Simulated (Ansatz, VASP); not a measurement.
**Be in VASP and in Ansatz**

Contents of INCAR:

```
SYSTEM = Be
PREC     = Accurate       ! precision mode
ENCUT    = 520            ! plane-wave cutoff, eV
EDIFF    = 1E-6           ! SCF threshold, eV
ISMEAR   = -1             ! smearing method
SIGMA    = 0.1            ! smearing width, eV
LREAL    = .FALSE.        ! projectors in reciprocal space
LASPH    = .TRUE.         ! aspherical terms in the spheres
NELM     = 100            ! most SCF steps
ALGO     = Normal         ! electronic algorithm
ISIF     = 2              ! what is computed and relaxed
LWAVE    = .FALSE.        ! write WAVECAR
LCHARG   = .FALSE.        ! write CHGCAR
GGA      = PE             ! functional
NBANDS   = 9              ! bands
```

File KPOINTS:

```
Automatic mesh
0
G
  26 26 15
  0 0 0
```

POSCAR

```
Be
1.0
    2.3245485913      0.0000000000      0.0000000000
   -1.1622742957      2.0131181324      0.0000000000
    0.0000000000      0.0000000000      3.6511786177
Be
2
Direct
    0.3333333333      0.6666666667      0.2500000000
    0.6666666667      0.3333333333      0.7500000000
```

Input for Ansatz:

```yaml
crystal:
  lattice:
    - [2.3245485913, 0.0, 0.0]
    - [-1.1622742957, 2.0131181324, 0.0]
    - [0.0, 0.0, 3.6511786177]
  atoms:
    - { symbol: Be, position: [0.3333333333, 0.6666666667, 0.25] }
    - { symbol: Be, position: [0.6666666667, 0.3333333333, 0.75] }
hamiltonian:
  xc: pbe
  pseudopotentials:
    kind: paw
    azcp:
      Be: "pseudopotentials/Be.paw.azcp"
basis:
  ecutwfc: 420
  fft_grid_basis: typed
kpoints:
  mp_grid: { grid: [26, 26, 15], shift: [0, 0, 0] }
magnetization:
  spin_polarized: false
scf:
  occupations: { method: fermi_dirac, width: 0.1 }
output:
  stress: true
```

Alike in both runs: task single point; functional PBE; k mesh 26 × 26 × 15; occupations fermi-dirac, width 0.1 eV; no spin polarisation.

|  | VASP | Ansatz |
| --- | --- | --- |
| version | VASP 6.6.1 | Ansatz 0.2.0 |
| potentials or method | VASP PAW PBE potentials, release 64 (Be), cutoff 520 eV | plane waves (420 eV) with PAW, scalar-relativistic |
| valence electrons in the cell | 4 | 4 |

Ansatz gave:

- pressure (GPa): -8.4
- traceless stress, the component that is largest in VASP (GPa): -0.11

**Question.** What did VASP give for the same quantities?

**Answer.** Pressure (GPa): -8.3; traceless stress, the component that is largest in VASP (GPa): -0.09.

With one functional, cell and mesh, what is left measures potentials, basis and numerics.
